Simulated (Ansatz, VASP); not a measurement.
## MoS2 in VASP and in Ansatz

```
Mo S
1.0
     1.58759    0.91660    6.19394
    -1.58759    0.91660    6.19394
     0.00000   -1.83319    6.19394
Mo S
1 2
Direct
  0.99999 0.99999 0.99999
  0.41700 0.41700 0.41700
  0.24968 0.24968 0.24968
```

Alike in both runs: task single point; functional r2SCAN; k mesh 6 × 6 × 6; occupations fermi-dirac, width 0.05 eV; no spin polarisation.

|  | VASP | Ansatz |
| --- | --- | --- |
| version | VASP 6.6.1 | Ansatz 0.2.0 |
| potentials or method | VASP PAW PBE potentials, release 64 (Mo_sv, S) | plane waves |
| plane-wave cutoff (eV) | 520 | 500 |
| valence electrons in the cell | 26 | 26 |

```csv
,VASP,Ansatz,Ansatz less VASP
pressure (GPa),1.2,1.2,-0.05
"traceless stress, the component that is largest in VASP (GPa)",-0.13,-0.07,+0.057
rms of the force components (eV/Å),0.022,0.024,+0.0019
```

VASP's potentials were made for PBE, not for r2SCAN. Atom by atom the forces differ by 0.002 eV/Å (rms over components). With one functional, cell and mesh, what is left measures potentials, basis and numerics.
